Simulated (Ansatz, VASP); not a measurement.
**Fe in VASP and in Ansatz**

```
CELL_PARAMETERS angstrom
-1.41537 1.41537 1.41537
1.41537 -1.41537 1.41537
1.41537 1.41537 -1.41537
ATOMIC_POSITIONS crystal
Fe 0.00000 0.00000 0.00000
```

Alike in both runs: task single point; functional PBE; k mesh 25 × 25 × 25; occupations fermi-dirac, width 0.05 eV; collinear spin.

|  | VASP | Ansatz |
| --- | --- | --- |
| version | VASP 6.6.1 | Ansatz 0.2.0 |
| potentials or method | VASP PAW PBE potentials, release 64 (Fe), cutoff 520 eV | all-electron LAPW, non-relativistic |

|  | VASP | Ansatz | Ansatz less VASP |
| --- | --- | --- | --- |
| pressure (GPa) | -0.4 | 3.6 | +3.93 |
| net moment per atom (μB) | 2.18 | 2.18 | 0.000 |
| size of the moment on the site where the two differ most (μB) | 2.17 | 2.23 | +0.059 |

Site moments also hang on the region over which each program counts them. Ansatz ran all-electron here, and VASP with PAW potentials.
